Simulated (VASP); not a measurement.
# SrCl2 (Fmmm) in VASP: a series of runs

Runs on SrCl2. Level: PBE. Tasks: single point.

Everything below comes from runs of VASP 6.6.1. Logs are shortened: lines on timing, memory, paths and dates and some standing lists are left out, and cuts for length are marked.

## Step 1: The cell of the first run

It takes space group Fmmm (No. 69, orthorhombic). The conventional cell has a = 6.692 Å, b = 6.971 Å, c = 7.250 Å, α = 90.00°, β = 90.00°, γ = 90.00°. Sr (site symmetry mmm) has 8 Cl at 3.02 Å within 4.0 Å. Cl (site symmetry 222) has 4 Sr at 3.02 Å and 6 Cl at 3.35 to 3.62 Å within 4.0 Å.

## Step 2: Single point, PBE (strain -0.0400 x Voigt [1, -1, 0, 0, 0, 0])

Contents of INCAR:

```
SYSTEM = SrCl2
PREC     = Accurate       ! precision mode
ENCUT    = 520            ! plane-wave cutoff, eV
EDIFF    = 1E-7           ! SCF threshold, eV
ISMEAR   = 0              ! smearing method
SIGMA    = 0.05           ! smearing width, eV
LREAL    = .False.        ! projectors in reciprocal space
LASPH    = .True.         ! aspherical terms in the spheres
NELM     = 100            ! most SCF steps
ALGO     = Normal         ! electronic algorithm
ISIF     = 2              ! what is computed and relaxed
LWAVE    = .False.        ! write WAVECAR
LCHARG   = .False.        ! write CHGCAR
GGA      = PE             ! functional
NBANDS   = 19             ! bands
```

Contents of KPOINTS:

```
regular mesh
0
Gamma
  6 6 6
  0 0 0
```

Contents of POSCAR:

```
SrCl2
1.0
    0.0000000000      3.6249200000      3.4855000000
    3.3460800000      0.0000000000      3.4855000000
    3.3460800000      3.6249200000      0.0000000000
Sr Cl
1 2
Direct
    0.0000000000      0.0000000000      0.0000000000
    0.2500000000      0.2500000000      0.2500000000
    0.7500000000      0.7500000000      0.7500000000
```

Potentials or basis: VASP PAW PBE potentials, release 64 (Sr_sv, Cl).

Started as:

```
> cat potpaw_PBE.64/Sr_sv/POTCAR potpaw_PBE.64/Cl/POTCAR > POTCAR
> mpirun -np 1 vasp_std > vasp.out
```

OUTCAR:

```text
SYSTEM = SrCl2
   PREC = Accurate
   ENCUT = 520
   EDIFF = 1E-7
   ISMEAR = 0
   LREAL = .False.
   LASPH = .True.
   NELM = 100
   ISIF = 2
   GGA = PE

 ion  position               nearest neighbor table
   1  0.000  0.000  0.000-   3 3.02   3 3.02   3 3.02   2 3.02   3 3.02   2 3.02   2 3.02   2 3.02

   2  0.250  0.250  0.250-   1 3.02   1 3.02   1 3.02   1 3.02
   3  0.750  0.750  0.750-   1 3.02   1 3.02   1 3.02   1 3.02

  LATTYP: Found a face centered orthorhombic cell.
 ALAT       =     6.6921600000
 B/A-ratio  =     1.0416666667
 C/A-ratio  =     1.0833333333

  Lattice vectors:

 A1 = (   0.0000000000,   3.6249200000,  -3.4855000000)
 A2 = (   3.3460800000,   3.6249200000,   0.0000000000)
 A3 = (   3.3460800000,   0.0000000000,  -3.4855000000)

Analysis of symmetry for initial positions (statically):
=====================================================================
 Subroutine PRICEL returns:
 Original cell was already a primitive cell.

 Routine SETGRP: Setting up the symmetry group for a
 face centered orthorhombic supercell.

 Subroutine GETGRP returns: Found  8 space group operations
 (whereof  8 operations were pure point group operations)
 out of a pool of  8 trial point group operations.

The static configuration has the point symmetry D_2h.

Analysis of symmetry for dynamics (positions and initial velocities):
=====================================================================
 Subroutine PRICEL returns:
 Original cell was already a primitive cell.

 Routine SETGRP: Setting up the symmetry group for a
 face centered orthorhombic supercell.

 Subroutine GETGRP returns: Found  8 space group operations
 (whereof  8 operations were pure point group operations)
 out of a pool of  8 trial point group operations.

The dynamic configuration has the point symmetry D_2h.

 Subroutine INISYM returns: Found  8 space group operations
 (whereof  8 operations are pure point group operations),
 and found     1 'primitive' translations

----------------------------------------------------------------------------------------

                                     Primitive cell

  volume of cell :      84.5532

  direct lattice vectors                    reciprocal lattice vectors
     0.000000000  3.624920000  3.485500000    -0.149428585  0.137934079  0.143451442
     3.346080000  0.000000000  3.485500000     0.149428585 -0.137934079  0.143451442
     3.346080000  3.624920000  0.000000000     0.149428585  0.137934079 -0.143451442

  length of vectors
     5.028792624  4.831662407  4.933183189     0.248863473  0.248863473  0.248863473

  position of ions in fractional coordinates (direct lattice)
     0.000000000  0.000000000  0.000000000
     0.250000000  0.250000000  0.250000000
     0.750000000  0.750000000  0.750000000

  ion indices of the primitive-cell ions
   primitive index   ion index
                 1           1
                 2           2
                 3           3

----------------------------------------------------------------------------------------

 KPOINTS: regular mesh

Automatic generation of k-mesh.
 Grid dimensions read from file:
 generate k-points for:    6    6    6

 Generating k-lattice:

  Cartesian coordinates                     Fractional coordinates (reciprocal lattice)
    -0.024904764  0.022989013  0.023908574     0.166666667 -0.000000000 -0.000000000
     0.024904764 -0.022989013  0.023908574     0.000000000  0.166666667  0.000000000
     0.024904764  0.022989013 -0.023908574     0.000000000  0.000000000  0.166666667

  Length of vectors
     0.041477245  0.041477245  0.041477245

  Shift w.r.t. Gamma in fractional coordinates (k-lattice)
     0.000000000  0.000000000  0.000000000

 Subroutine IBZKPT returns following result:
 ===========================================

 Found     46 irreducible k-points:

 Following reciprocal coordinates:
            Coordinates               Weight
  0.000000  0.000000  0.000000      1.000000
  0.166667  0.000000  0.000000      8.000000
  0.333333 -0.000000  0.000000      8.000000
  0.500000  0.000000 -0.000000      4.000000
  0.166667  0.166667  0.000000      2.000000
  0.333333  0.166667  0.000000      8.000000
[... 16 lines left out ...]
 -0.166667  0.166667  0.166667      8.000000
  0.500000  0.333333  0.166667      4.000000
 [... further k-points ...]
   k-points           NKPTS =     46   k-points in BZ     NKDIM =     46   number of bands    NBANDS=     19
   number of dos      NEDOS =    301   number of ions     NIONS =      3
   total plane-waves  NPLWV =  57600
   dimension x,y,z NGX =    40 NGY =   36 NGZ =   40
   dimension x,y,z NGXF=    80 NGYF=   72 NGZF=   80
   ions per type =               1   2
   NGX,Y,Z   is equivalent  to a cutoff of  13.22, 12.39, 13.48 a.u.
   NGXF,Y,Z  is equivalent  to a cutoff of  26.45, 24.77, 26.96 a.u.
 SYSTEM =  SrCl2
   PREC   = accura    normal or accurate (medium, high low for compatibility)
   ISTART =      0    job   : 0-new  1-cont  2-samecut
   ICHARG =      2    charge: 1-file 2-atom 10-const
   ISPIN  =      1    spin polarized calculation?
   LNONCOLLINEAR =      F non collinear calculations
   LSORBIT =      F    spin-orbit coupling
   LASPH  =      T    aspherical Exc in radial PAW
   ENCUT  =  520.0 eV  38.22 Ry    6.18 a.u.   9.35  8.98  9.17*2*pi/ulx,y,z
   NELM   =    100;   NELMIN=  2; NELMDL= -5     # of ELM steps
   EDIFF  = 0.1E-06   stopping-criterion for ELM
   LREAL  =      F    real-space projection
   EDIFFG = 0.1E-05   stopping-criterion for IOM
   NSW    =      0    number of steps for IOM
   IBRION =     -1    ionic relax: 0-MD 1-quasi-New 2-CG
   NFREE  =      0    steps in history (QN), initial steepest desc. (CG)
   ISIF   =      2    stress and relaxation
   ISYM   =      2    0-nonsym 1-usesym 2-fastsym
   POTIM  = 0.5000    time-step for ionic-motion
   TEBEG  =    0.0;   TEEND  =   0.0 temperature during run
   PSTRESS=    0.0 pullay stress
   NELECT =      24.0000    total number of electrons
   NUPDOWN=      -1.0000    fix difference up-down
   EMIN   =  10.00;   EMAX   =-10.00  energy-range for DOS
   EFERMI =   0.00;   METHOD = LEGACY
   ISMEAR =     0;   SIGMA  =   0.05  broadening in eV -4-tet -1-fermi 0-gaus
   EFERMI_NEDOS =   21; number of points for ismear=-14 and -15
   IALGO  =     38    algorithm
   IMIX   =      4    mixing-type and parameters
     AMIX     =   0.40;   BMIX     =  1.00
     AMIX_MAG =   1.60;   BMIX_MAG =  1.00
  volume/ion in A,a.u.               =      28.18       190.20
  Fermi-wavevector in a.u.,A,eV,Ry     =   1.075892  2.033141 15.749334  1.157543
  Thomas-Fermi vector in A             =   2.211761
   LORBIT       =      0    0 simple, 1 ext, 2 COOP (PROOUT), +10 PAW based schemes
   GGA     = PE    functional components
   LHFCALC =     F    Hartree Fock is set to
   AEXX    =    0.0000 exact exchange contribution
   IVDW    =     0    specifies the selected vdW correction
   LEPSILON=     F    determine dielectric tensor
   LRPA    =     F    only Hartree local field effects (RPA)
 non-spin polarized calculation
 Gauss-broadening in eV      SIGMA  =   0.05
  energy-cutoff  :      520.00
  volume of cell :       84.55
 maximum number of plane-waves:      2312
 NGX is ok and might be reduce to    40
   NGX = 19   NGY = 17   NGZ = 19

 number of electron      24.0000002 magnetization

 Free energy of the ion-electron system (eV)
  ---------------------------------------------------
  ext. energy  EPLUGINS =         0.00000000
  ---------------------------------------------------
  free energy    TOTEN  =       -12.73563175 eV

  energy without entropy =      -12.73563175  energy(sigma->0) =      -12.73563175

 E-fermi :   0.6692     XC(G=0):  -8.3002

 val. band max:        0.4702096481   @ k =   0.0000   0.5000   0.5000
 cond. band min:       5.3967450659   @ k =   0.0000   0.0000   0.0000
 fundamental gap:      4.9265354178
 Fermi energy:         0.6691606774

 k-point     1 :       0.0000    0.0000    0.0000
  band No.  band energies     occupation
      1     -32.7058      2.00000
      2     -14.7084      2.00000
      3     -14.6981      2.00000
      4     -14.6865      2.00000
      5     -13.1296      2.00000
      6     -12.2473      2.00000
[... 11 lines left out ...]
     18       9.4100      0.00000
     19       9.4831      0.00000

 k-point     2 :       0.1667    0.0000    0.0000
  band No.  band energies     occupation
      1     -32.7050      2.00000
      2     -14.7865      2.00000
      3     -14.7065      2.00000
      4     -14.6953      2.00000
      5     -12.9771      2.00000
      6     -12.3067      2.00000
[... 11 lines left out ...]
     18       8.9360      0.00000
     19       9.9088      0.00000

 k-point     3 :       0.3333   -0.0000    0.0000
  band No.  band energies     occupation
      1     -32.7033      2.00000
      2     -14.9250      2.00000
      3     -14.7122      2.00000
      4     -14.7041      2.00000
      5     -12.7548      2.00000
      6     -12.3705      2.00000
[... 11 lines left out ...]
     18       8.7752      0.00000
     19       9.2916      0.00000

 k-point     4 :       0.5000    0.0000   -0.0000
  band No.  band energies     occupation
      1     -32.7025      2.00000
      2     -14.9821      2.00000
      3     -14.7150      2.00000
      4     -14.7084      2.00000
      5     -12.7166      2.00000
      6     -12.3368      2.00000
[... 407 lines left out ...]
     18       9.0499      0.00000
     19       9.2624      0.00000

 k-point    23 :      -0.1667    0.1667    0.1667
  band No.  band energies     occupation
      1     -32.7032      2.00000
      2     -14.9051      2.00000
      3     -14.7281      2.00000
      4     -14.7084      2.00000
      5     -12.6861      2.00000
      6     -12.4486      2.00000
[... 11 lines left out ...]
     18       8.8668      0.00000
     19       9.6473      0.00000

 k-point    24 :       0.5000    0.3333    0.1667
  band No.  band energies     occupation
      1     -32.7022      2.00000
      2     -14.9426      2.00000
      3     -14.7974      2.00000
      4     -14.7077      2.00000
      5     -12.5565      2.00000
      6     -12.4425      2.00000
[... 11 lines left out ...]
     18       8.8920      0.00000
     19       9.9906      0.00000

 [... further k-points ...]

------------------------ aborting loop because EDIFF is reached ----------------------------------------

  FORCE on cell =-STRESS in cart. coord.  units (eV):
  Direction    XX          YY          ZZ          XY          YZ          ZX
  --------------------------------------------------------------------------------------
  -------------------------------------------------------------------------------------
  Total        1.8083874     -0.4142829      0.6256894      0.0000000      0.0000000      0.0000000
  in kB       34.2666946     -7.8501466     11.8560380      0.0000000      0.0000000      0.0000000
  external PRESSURE =      12.7575287 kB  Pullay stress =       0.0000000 kB

 VOLUME and BASIS-vectors are now :
 -----------------------------------------------------------------------------
  energy-cutoff  :      520.00
  volume of cell :       84.55
      direct lattice vectors                 reciprocal lattice vectors
     0.000000000  3.624920000  3.485500000    -0.149428585  0.137934079  0.143451442
     3.346080000  0.000000000  3.485500000     0.149428585 -0.137934079  0.143451442
     3.346080000  3.624920000  0.000000000     0.149428585  0.137934079 -0.143451442

 POSITION                                       TOTAL-FORCE (eV/Angst)
 -----------------------------------------------------------------------------------
      0.00000      0.00000      0.00000        -0.000000      0.000000      0.000000
      1.67304      1.81246      1.74275        -0.000000      0.000000     -0.000000
      5.01912      5.43738      5.22825         0.000000     -0.000000     -0.000000
 -----------------------------------------------------------------------------------
    total drift:                               -0.000000     -0.000000      0.000000

  FREE ENERGIE OF THE ION-ELECTRON SYSTEM (eV)
  ---------------------------------------------------
  free  energy   TOTEN  =       -12.7356317452 eV

  energy  without entropy=      -12.7356317452  energy(sigma->0) =      -12.73563175
```

Run time: 2.6 min. Hardware: 1 thread of Intel Xeon 8259CL, shared host; peak memory 0.26 GiB.

Results:

- Free energy: -12.7356 eV
- Pressure: 1.3 GPa
- Band gap on the k mesh: 4.93 eV (least direct gap 5.20 eV)

Stress tensor (GPa, compression positive):
```
 3.43  0.00  0.00
 0.00 -0.79  0.00
 0.00  0.00  1.19
```

Caveat: the cell differs from its parent crystal (strain -0.0400 x Voigt [1, -1, 0, 0, 0, 0]).

## Step 3: Single point, PBE (strain +0.0250 x Voigt [1, -1, 0, 0, 0, 0])

Contents of INCAR:

```
  ALGO = Normal
  EDIFF = 1E-6
  ENCUT = 520
  GGA = PE
  ISIF = 2
  ISMEAR = 0
  LASPH = True
  LCHARG = False
  LREAL = False
  LWAVE = False
  NBANDS = 19
  NELM = 100
  PREC = Accurate
  SIGMA = 0.05
```

Contents of KPOINTS:

```
k-points
0
Gamma
  6 6 6
```

Contents of POSCAR:

```
SrCl2
1.0
    0.0000000000      3.3983625000      3.4855000000
    3.5726375000      0.0000000000      3.4855000000
    3.5726375000      3.3983625000      0.0000000000
Sr Cl
1 2
Direct
    0.0000000000      0.0000000000      0.0000000000
    0.2500000000      0.2500000000      0.2500000000
    0.7500000000      0.7500000000      0.7500000000
```

Potentials or basis: VASP PAW PBE potentials, release 64 (Sr_sv, Cl).

Started as:

```
> cat potpaw_PBE.64/Sr_sv/POTCAR potpaw_PBE.64/Cl/POTCAR > POTCAR
> mpirun -np 1 vasp_std > vasp.out
```

It took 2.1 min on 1 thread of Intel Xeon 8259CL, shared host; peak memory 0.27 GiB.

It converged, with:

```
Free energy            : -12.7633 eV
Pressure               : 1.2 GPa
Band gap on the k mesh : 5.12 eV (least direct gap 5.33 eV)
```

Stress tensor (GPa, compression positive):
```
-0.07  0.00  0.00
 0.00  2.53  0.00
 0.00  0.00  1.18
```

Levels at points of the mesh, in eV from the valence-band top:
| k point | band 9 | band 10 | band 11 | band 12 | band 13 | band 14 | band 15 | band 16 |
| --- | --- | --- | --- | --- | --- | --- | --- | --- |
| (0.00, 0.00, 0.00) | -2.23 | -0.69 | -0.51 | -0.30 | 5.12 | 5.82 | 6.10 | 8.77 |
| (0.50, 0.00, 0.00) | -1.65 | -1.49 | -1.23 | -1.20 | 6.51 | 6.58 | 7.33 | 7.70 |
| (0.50, 0.50, 0.00) | -1.95 | -0.78 | -0.34 | -0.16 | 5.32 | 6.88 | 7.45 | 7.79 |
| (0.50, 0.00, 0.50) | -2.01 | -0.73 | -0.52 | 0.00 | 5.33 | 7.06 | 7.44 | 7.95 |
| (0.00, 0.50, 0.50) | -2.00 | -0.62 | -0.39 | -0.30 | 5.33 | 6.69 | 7.45 | 7.68 |

Caveat: the cell differs from its parent crystal (strain +0.0250 x Voigt [1, -1, 0, 0, 0, 0]).
